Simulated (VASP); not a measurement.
Set up this calculation in VASP 6.6.1, as the native input.

- Task: single point
- Functional: PBE
- Potentials or basis: VASP PAW PBE potentials, release 64 (Sn_d, Ge_d, P)
- Cutoff: 520 eV
- k mesh: 6 × 6 × 6
- Occupations: gaussian, width 0.1 eV
- Spin: no spin polarisation
- Dipole correction: no
- Further INCAR settings: ALGO = Normal; EDIFF = 1e-06; NBANDS = 34

The structure of SnGe2P2 lies in POSCAR:

```
SnGe2P2
1.0
   -2.1415034519      2.1415034519      5.9888644988
    2.1415034519     -2.1415034519      5.9888644988
    2.1415034519      2.1415034519     -5.9888644988
Sn Ge P
1 2 2
Direct
    0.0000000000      0.0000000000      0.0000000000
    0.7500000000      0.2500000000      0.5000000000
    0.2500000000      0.7500000000      0.5000000000
    0.3651057875      0.3651057875      0.0000000000
    0.6348942125      0.6348942125      0.0000000000
```

One way to write it, as run:

INCAR

```
ALGO = Normal ; EDIFF = 1E-6
ENCUT = 520 ; GGA = PE
ISIF = 2 ; ISMEAR = 0
LASPH = True ; LCHARG = False
LREAL = False ; LWAVE = False
NBANDS = 34 ; NELM = 100
PREC = Accurate ; SIGMA = 0.1
```

KPOINTS

```
k-points
0
Gamma
  6 6 6
```

Potentials or basis: VASP PAW PBE potentials, release 64 (Sn_d, Ge_d, P).

Command:

```bash
$ cat potpaw_PBE.64/Sn_d/POTCAR potpaw_PBE.64/Ge_d/POTCAR potpaw_PBE.64/P/POTCAR > POTCAR
$ mpirun -np 1 vasp_std > vasp.out
```

It gave:

* Pressure: 0.1 GPa
* Band gap on the k mesh: zero (band 26 reaches 7.16 eV, above the bottom of band 27 at 6.01 eV)

Caveat: spin-orbit coupling is left out, which moves the levels of the heavy elements.

It took 2.5 min on 1 thread of Intel(R) Xeon(R) Platinum 8375C CPU @ 2.90GHz (Ice Lake), with other jobs on the host, peak memory 0.4 GiB.
